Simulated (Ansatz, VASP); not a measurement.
**One calculation of Au, two programs**

```xyz
1
Lattice="0.0000 2.3614 1.5349 2.3614 0.0000 1.5349 2.3614 2.3614 0.0000" Properties=species:S:1:pos:R:3 pbc="T T T"
Au    0.0000    0.0000    0.0000
```

Alike in both runs: task single point; functional PBEsol; k mesh 22 × 22 × 22; occupations gaussian, width 0.15 eV; no spin polarisation.

```csv
,VASP,Ansatz
version,VASP 6.6.1,Ansatz 0.2.0
potentials or method,"VASP PAW PBE potentials, release 64 (Au), cutoff 520 eV","scalar-relativistic, plane waves, PAW"
valence electrons in the cell,11,19
```

|  | VASP | Ansatz | Ansatz less VASP |
| --- | --- | --- | --- |
| gap on the k mesh at the Fermi level (eV) | none | none | - |
| pressure (GPa) | -0.8 | -0.6 | +0.22 |
| traceless stress, the component that is largest in VASP (GPa) | -0.44 | -0.43 | +0.004 |

VASP's potentials were made for PBE, not for PBEsol. A gap of «none» marks a metal or a gap that the smearing closes. With one functional, cell and mesh, what is left measures potentials, basis and numerics. VASP's potentials hold 11 valence electrons a cell and Ansatz's 19, so a difference there can come from the potentials and not from the codes.

Neither program's run includes spin-orbit coupling.
